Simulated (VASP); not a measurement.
# Sb (Im-3m) in VASP: a series of runs

Runs on Sb. Level: LDA. Tasks: single point.

Everything below comes from runs of VASP 6.6.1. Logs are shortened: lines on timing, memory, paths and dates and some standing lists are left out, and cuts for length are marked.

### Step 1. The cell of the first run

Symmetry: Im-3m, No. 229, cubic system. Conventional cell: a = 3.707 Å, b = 3.707 Å, c = 3.707 Å, α = 90.00°, β = 90.00°, γ = 90.00°. Within 4.2 Å of Sb (site symmetry m-3m) lie 14 Sb at 3.21 to 3.71 Å.

### Step 2. Single point, LDA

INCAR

```
SYSTEM = Sb
PREC = Accurate ; ENCUT = 520
EDIFF = 1E-7 ; ISMEAR = -1
SIGMA = 0.08 ; LREAL = .False.
LASPH = .True. ; NELM = 60
ALGO = Normal ; ISIF = 2
LWAVE = .False. ; LCHARG = .True.
LELF = .True. ; LVHAR = .True.
NBANDS = 8
```

KPOINTS

```
regular mesh
0
Gamma
  14 14 14
  0 0 0
```

POSCAR

```
Sb
1.0
   -1.8534653190      1.8534653190      1.8534653190
    1.8534653190     -1.8534653190      1.8534653190
    1.8534653190      1.8534653190     -1.8534653190
Sb
1
Direct
    0.0000000000      0.0000000000      0.0000000000
```

Potentials or basis: VASP PAW LDA potentials, release 64 (Sb).

Run with:

```console
$ cat potpaw_LDA.64/Sb/POTCAR > POTCAR
$ mpirun -np 1 vasp_std > vasp.out
```

OUTCAR:

```text
SYSTEM = Sb
   PREC = Accurate
   ENCUT = 520
   EDIFF = 1E-7
   ISMEAR = -1
   LREAL = .False.
   LASPH = .True.
   NELM = 60
   ISIF = 2

 ion  position               nearest neighbor table
   1  0.000  0.000  0.000-

  LATTYP: Found a body centered cubic cell.
 ALAT       =     3.7069306380

  Lattice vectors:

 A1 = (  -1.8534653190,   1.8534653190,   1.8534653190)
 A2 = (   1.8534653190,  -1.8534653190,   1.8534653190)
 A3 = (   1.8534653190,   1.8534653190,  -1.8534653190)

Analysis of symmetry for initial positions (statically):
=====================================================================
 Subroutine PRICEL returns:
 Original cell was already a primitive cell.

 Routine SETGRP: Setting up the symmetry group for a
 body centered cubic supercell.

 Subroutine GETGRP returns: Found 48 space group operations
 (whereof 48 operations were pure point group operations)
 out of a pool of 48 trial point group operations.

The static configuration has the point symmetry O_h .

Analysis of symmetry for dynamics (positions and initial velocities):
=====================================================================
 Subroutine PRICEL returns:
 Original cell was already a primitive cell.

 Routine SETGRP: Setting up the symmetry group for a
 body centered cubic supercell.

 Subroutine GETGRP returns: Found 48 space group operations
 (whereof 48 operations were pure point group operations)
 out of a pool of 48 trial point group operations.

The dynamic configuration has the point symmetry O_h .

 Subroutine INISYM returns: Found 48 space group operations
 (whereof 48 operations are pure point group operations),
 and found     1 'primitive' translations

----------------------------------------------------------------------------------------

                                     Primitive cell

  volume of cell :      25.4691

  direct lattice vectors                    reciprocal lattice vectors
    -1.853465319  1.853465319  1.853465319     0.000000000  0.269764961  0.269764961
     1.853465319 -1.853465319  1.853465319     0.269764961  0.000000000  0.269764961
     1.853465319  1.853465319 -1.853465319     0.269764961  0.269764961  0.000000000

  length of vectors
     3.210296103  3.210296103  3.210296103     0.381505267  0.381505267  0.381505267

  position of ions in fractional coordinates (direct lattice)
     0.000000000  0.000000000  0.000000000

  ion indices of the primitive-cell ions
   primitive index   ion index
                 1           1

----------------------------------------------------------------------------------------

 KPOINTS: regular mesh

Automatic generation of k-mesh.
 Grid dimensions read from file:
 generate k-points for:   14   14   14

 Generating k-lattice:

  Cartesian coordinates                     Fractional coordinates (reciprocal lattice)
     0.000000000  0.019268926  0.019268926     0.071428571  0.000000000  0.000000000
     0.019268926  0.000000000  0.019268926     0.000000000  0.071428571  0.000000000
     0.019268926  0.019268926  0.000000000     0.000000000  0.000000000  0.071428571

  Length of vectors
     0.027250376  0.027250376  0.027250376

  Shift w.r.t. Gamma in fractional coordinates (k-lattice)
     0.000000000  0.000000000  0.000000000

 Subroutine IBZKPT returns following result:
 ===========================================

 Found    104 irreducible k-points:

 Following reciprocal coordinates:
            Coordinates               Weight
  0.000000  0.000000  0.000000      1.000000
  0.071429  0.000000  0.000000     12.000000
  0.142857  0.000000  0.000000     12.000000
  0.214286  0.000000  0.000000     12.000000
  0.285714  0.000000  0.000000     12.000000
  0.357143  0.000000  0.000000     12.000000
[... 16 lines left out ...]
  0.285714  0.285714  0.000000     24.000000
  0.357143  0.285714 -0.000000     24.000000
 [... further k-points ...]
   k-points           NKPTS =    104   k-points in BZ     NKDIM =    104   number of bands    NBANDS=      8
   number of dos      NEDOS =    301   number of ions     NIONS =      1
   total plane-waves  NPLWV =  13824
   dimension x,y,z NGX =    24 NGY =   24 NGZ =   24
   dimension x,y,z NGXF=    48 NGYF=   48 NGZF=   48
   ions per type =               1
   NGX,Y,Z   is equivalent  to a cutoff of  12.43, 12.43, 12.43 a.u.
   NGXF,Y,Z  is equivalent  to a cutoff of  24.86, 24.86, 24.86 a.u.
 SYSTEM =  Sb
   PREC   = accura    normal or accurate (medium, high low for compatibility)
   ISTART =      0    job   : 0-new  1-cont  2-samecut
   ICHARG =      2    charge: 1-file 2-atom 10-const
   ISPIN  =      1    spin polarized calculation?
   LNONCOLLINEAR =      F non collinear calculations
   LSORBIT =      F    spin-orbit coupling
   LASPH  =      T    aspherical Exc in radial PAW
   ENCUT  =  520.0 eV  38.22 Ry    6.18 a.u.   5.97  5.97  5.97*2*pi/ulx,y,z
   NELM   =     60;   NELMIN=  2; NELMDL= -5     # of ELM steps
   EDIFF  = 0.1E-06   stopping-criterion for ELM
   LREAL  =      F    real-space projection
   EDIFFG = 0.1E-05   stopping-criterion for IOM
   NSW    =      0    number of steps for IOM
   IBRION =     -1    ionic relax: 0-MD 1-quasi-New 2-CG
   NFREE  =      0    steps in history (QN), initial steepest desc. (CG)
   ISIF   =      2    stress and relaxation
   ISYM   =      2    0-nonsym 1-usesym 2-fastsym
   POTIM  = 0.5000    time-step for ionic-motion
   TEBEG  =    0.0;   TEEND  =   0.0 temperature during run
   PSTRESS=    0.0 pullay stress
   NELECT =       5.0000    total number of electrons
   NUPDOWN=      -1.0000    fix difference up-down
   EMIN   =  10.00;   EMAX   =-10.00  energy-range for DOS
   EFERMI =   0.00;   METHOD = LEGACY
   ISMEAR =    -1;   SIGMA  =   0.08  broadening in eV -4-tet -1-fermi 0-gaus
   EFERMI_NEDOS =   21; number of points for ismear=-14 and -15
   IALGO  =     38    algorithm
   IMIX   =      4    mixing-type and parameters
     AMIX     =   0.40;   BMIX     =  1.00
     AMIX_MAG =   1.60;   BMIX_MAG =  1.00
  volume/ion in A,a.u.               =      25.47       171.87
  Fermi-wavevector in a.u.,A,eV,Ry     =   0.951467  1.798012 12.317209  0.905289
  Thomas-Fermi vector in A             =   2.079940
   LORBIT       =      0    0 simple, 1 ext, 2 COOP (PROOUT), +10 PAW based schemes
   GGA     = CA    functional components
   LHFCALC =     F    Hartree Fock is set to
   AEXX    =    0.0000 exact exchange contribution
   IVDW    =     0    specifies the selected vdW correction
   LEPSILON=     F    determine dielectric tensor
   LRPA    =     F    only Hartree local field effects (RPA)
 non-spin polarized calculation
  energy-cutoff  :      520.00
  volume of cell :       25.47
 maximum number of plane-waves:       700
   NGX = 11   NGY = 11   NGZ = 11

 number of electron       5.0000000 magnetization

 Free energy of the ion-electron system (eV)
  ---------------------------------------------------
  ext. energy  EPLUGINS =         0.00000000
  ---------------------------------------------------
  free energy    TOTEN  =        -4.63556723 eV

  energy without entropy =       -4.62590182  energy(sigma->0) =       -4.63073453

 E-fermi :   9.0669     XC(G=0): -10.6110

 val. band max:        9.0484895715   @ k =   0.3571   0.1429   0.1429
 cond. band min:       9.0965902473   @ k =  -0.2857   0.2857   0.2857
 fundamental gap:      0.0481006758
 Fermi energy:         9.0668741828

 k-point     1 :       0.0000    0.0000    0.0000
  band No.  band energies     occupation
      1      -4.2206      2.00000
      2      14.9166      0.00000
      3      14.9166      0.00000
      4      14.9166      0.00000
      5      19.5809      0.00000
      6      19.5809      0.00000
      7      19.5809      0.00000
      8      21.0003      0.00000

 k-point     2 :       0.0714    0.0000    0.0000
  band No.  band energies     occupation
      1      -4.1082      2.00000
      2      14.0316      0.00000
      3      14.5282      0.00000
      4      14.8132      0.00000
      5      18.9700      0.00000
      6      19.0203      0.00000
      7      20.0620      0.00000
      8      20.4537      0.00000

 k-point     3 :       0.1429    0.0000    0.0000
  band No.  band energies     occupation
      1      -3.7719      2.00000
      2      12.0874      0.00000
      3      13.6852      0.00000
      4      14.5191      0.00000
      5      17.9968      0.00000
      6      18.1113      0.00000
      7      20.1593      0.00000
      8      20.7429      0.00000

 k-point     4 :       0.2143    0.0000    0.0000
  band No.  band energies     occupation
      1      -3.2151      2.00000
      2       9.8640      0.00009
      3      12.7750      0.00000
      4      14.0998      0.00000
      5      17.1417      0.00000
      6      17.3726      0.00000
      7      20.2869      0.00000
      8      21.1529      0.00000

 k-point     5 :       0.2857    0.0000    0.0000
  band No.  band energies     occupation
      1      -2.4474      2.00000
      2       7.6742      2.00000
      3      11.9745      0.00000
      4      13.6585      0.00000
      5      16.4926      0.00000
      6      16.7923      0.00000
      7      20.7697      0.00000
      8      21.6945      0.00000
[... 177 lines left out ...]
 k-point    22 :       0.3571    0.2143    0.0000
  band No.  band energies     occupation
      1       0.5083      2.00000
      2       4.1643      2.00000
      3       7.2964      2.00000
      4      11.7236      0.00000
      5      17.3937      0.00000
      6      19.7970      0.00000
      7      21.4115      0.00000
      8      22.0981      0.00000

 k-point    23 :       0.2857    0.2857    0.0000
  band No.  band energies     occupation
      1       0.5256      2.00000
      2       4.8149      2.00000
      3       6.3396      2.00000
      4      11.6445      0.00000
      5      17.9966      0.00000
      6      19.3023      0.00000
      7      21.4248      0.00000
      8      23.3527      0.00000

 k-point    24 :       0.3571    0.2857   -0.0000
  band No.  band energies     occupation
      1       0.9434      2.00000
      2       4.6029      2.00000
      3       5.8104      2.00000
      4      11.5565      0.00000
      5      18.1349      0.00000
      6      19.8602      0.00000
      7      20.5495      0.00000
      8      23.6625      0.00000

 [... further k-points ...]
[... 5 lines left out ...]
  --------------------------------------------------------------------------------------
  -------------------------------------------------------------------------------------
  Total        0.0188921      0.0188921      0.0188921      0.0000000     -0.0000000     -0.0000000
  in kB        1.1884423      1.1884423      1.1884423      0.0000000     -0.0000000     -0.0000000
  external PRESSURE =       1.1884423 kB  Pullay stress =       0.0000000 kB

 VOLUME and BASIS-vectors are now :
 -----------------------------------------------------------------------------
  energy-cutoff  :      520.00
  volume of cell :       25.47
      direct lattice vectors                 reciprocal lattice vectors
    -1.853465319  1.853465319  1.853465319     0.000000000  0.269764961  0.269764961
     1.853465319 -1.853465319  1.853465319     0.269764961  0.000000000  0.269764961
     1.853465319  1.853465319 -1.853465319     0.269764961  0.269764961  0.000000000

 POSITION                                       TOTAL-FORCE (eV/Angst)
 -----------------------------------------------------------------------------------
      0.00000      0.00000      0.00000        -0.000000     -0.000000      0.000000
 -----------------------------------------------------------------------------------
    total drift:                                0.000000     -0.000000      0.000000

  FREE ENERGIE OF THE ION-ELECTRON SYSTEM (eV)
  ---------------------------------------------------
  free  energy   TOTEN  =        -4.6355672322 eV

  energy  without entropy=       -4.6259018222  energy(sigma->0) =       -4.63073453
```

It took 7.2 s on 1 thread of Intel Xeon Platinum 8559C (Emerald Rapids), shared host; peak memory 0.13 GiB.

Results:

- Free energy: -4.6356 eV
- Pressure: 0.1 GPa

Levels at points of the mesh, in eV from the Fermi level:
| k point | band 1 | band 2 | band 3 | band 4 | band 5 | band 6 | band 7 | band 8 |
| --- | --- | --- | --- | --- | --- | --- | --- | --- |
| (0.00, 0.00, 0.00) | -13.29 | 5.85 | 5.85 | 5.85 | 10.51 | 10.51 | 10.51 | 11.93 |
| (0.50, 0.00, 0.00) | -8.94 | -5.90 | 1.79 | 3.89 | 6.62 | 6.98 | 14.14 | 14.77 |
| (0.50, 0.50, 0.50) | -5.42 | -2.11 | -2.11 | -2.11 | 2.94 | 2.94 | 16.73 | 16.73 |

Caveat: spin-orbit coupling is left out, which moves the levels of the heavy elements.

(Continued in part 2 of 2.)
